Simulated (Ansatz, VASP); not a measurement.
**One calculation of Te2Mo, two programs**

Contents of INCAR:

```
SYSTEM = Te2Mo
PREC = Accurate
ENCUT = 520
EDIFF = 1E-7
ISMEAR = 0
SIGMA = 0.05
LREAL = .FALSE.
LASPH = .TRUE.
NELM = 80
ALGO = Normal
ISIF = 2
LWAVE = .FALSE.
LCHARG = .FALSE.
GGA = PE
IVDW = 12
NBANDS = 35
```

The input KPOINTS:

```
Automatic mesh
0
G
  12 12 2
  0 0 0
```

File POSCAR:

```
Te2Mo
1.0
    3.6537392014      0.0000000000      0.0000000000
   -1.8268696007      3.1642309672      0.0000000000
    0.0000000000      0.0000000000     13.7008448353
Te Mo
4 2
Direct
    0.3333333333      0.6666666667      0.6173401526
    0.6666666667      0.3333333333      0.1173401526
    0.3333333333      0.6666666667      0.8826598474
    0.6666666667      0.3333333333      0.3826598474
    0.3333333333      0.6666666667      0.2500000000
    0.6666666667      0.3333333333      0.7500000000
```

Input for Ansatz:

```yaml
crystal:
  lattice:
    - [3.6537392014, 0.0, 0.0]
    - [-1.8268696007, 3.1642309672, 0.0]
    - [0.0, 0.0, 13.7008448353]
  atoms:
    - { symbol: Te, position: [0.3333333333, 0.6666666667, 0.6173401526] }
    - { symbol: Te, position: [0.6666666667, 0.3333333333, 0.1173401526] }
    - { symbol: Te, position: [0.3333333333, 0.6666666667, 0.8826598474] }
    - { symbol: Te, position: [0.6666666667, 0.3333333333, 0.3826598474] }
    - { symbol: Mo, position: [0.3333333333, 0.6666666667, 0.25] }
    - { symbol: Mo, position: [0.6666666667, 0.3333333333, 0.75] }
basis:
  ecutwfc: 420
kpoints:
  mp_grid: { grid: [12, 12, 2] }
hamiltonian:
  xc: pbe
  dispersion: d3bj
scf:
  occupations: { method: gaussian, width: 0.05 }
output:
  forces: true
  stress: true
  eigenvalues: true
```

Change from the starting cell: strain +0.0450 x Voigt [1, 1, 0, 0, 0, 0], atoms carried along.

Alike in both runs: task single point; functional PBE; dispersion D3(BJ); k mesh 12 × 12 × 2; occupations gaussian, width 0.05 eV; no spin polarisation.

```csv
,VASP,Ansatz
version,VASP 6.6.1,Ansatz 0.2.0
potentials or method,"VASP PAW PBE potentials, release 64 (Te, Mo_sv), cutoff 520 eV","scalar-relativistic, plane waves, PAW"
valence electrons in the cell,52,92
```

```csv
,VASP,Ansatz,Ansatz less VASP
gap on the k mesh at the Fermi level (eV),0.55,0.56,+0.007
least direct gap on the mesh (eV),0.82,0.82,0.000
pressure (GPa),-6.9,-6.9,0.00
"traceless stress, the component that is largest in VASP (GPa)",1.56,1.52,-0.037
rms of the force components (eV/Å),0.316,0.323,+0.0064
```

Atom by atom the forces differ by 0.006 eV/Å (rms over components). VASP's potentials hold 52 valence electrons a cell and Ansatz's 92, so a difference there can come from the potentials and not from the codes.

Neither program's run includes spin-orbit coupling.
